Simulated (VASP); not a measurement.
Set up this calculation in VASP 6.6.1, as the native input.

```yaml
Task: single point
Functional: PBEsol
Potentials_or_basis: VASP PAW PBE potentials, release 64 (Ag, I)
Cutoff: 500 eV
k_mesh: 6 × 6 × 6
Occupations: gaussian, width 0.01 eV
Spin: non-collinear spin, zero start, spin-orbit coupling
Starting_moments: "[[0.0, 0.0, 0.0], [0.0, 0.0, 0.0]] μB"
Dipole_correction: no
Further_INCAR_settings: ALGO = Normal; EDIFF = 1e-06; NBANDS = 30
```

The structure of AgI lies in POSCAR:

```
AgI
1.0
    3.3015582936      3.3015582936      0.0000000000
   -3.3015582936      3.3015582936      0.0000000000
    0.0000000000      3.3015582936      3.3015582936
Ag I
1 1
Direct
    0.0000000000      0.0000000000      0.0000000000
    0.7500000000      0.2500000000      0.5000000000
```

The input as run:

INCAR

```
PREC = Accurate
ENCUT = 500
EDIFF = 1E-6
ISMEAR = 0
SIGMA = 0.01
LREAL = False
LASPH = True
NELM = 200
ALGO = Normal
ISIF = 2
LWAVE = False
LCHARG = False
MAGMOM = 0 0 0 0 0 0
LORBIT = 11
LSORBIT = True
GGA_COMPAT = False
LORBMOM = True
LMAXMIX = 4
GGA = PS
NBANDS = 30
```

KPOINTS

```
regular mesh
0
Gamma
  6 6 6
```

Potentials or basis: VASP PAW PBE potentials, release 64 (Ag, I).

Launch:

```console
$ cat potpaw_PBE.64/Ag/POTCAR potpaw_PBE.64/I/POTCAR > POTCAR
$ mpirun -np 1 vasp_ncl > vasp.out
```

Results of the run:

```json
{"Pressure": "-2.0 GPa", "Net moment": "0.00 μB per cell", "Valence electrons inside the program's atomic spheres": "Ag 9.79; I 4.26"}
```

Caveat: the PAW data sets were made with another functional, which shifts forces and pressure a little.

It took 81 s on 1 thread of Intel(R) Xeon(R) Platinum 8488C (Sapphire Rapids) (shared host), peak memory 0.41 GiB.
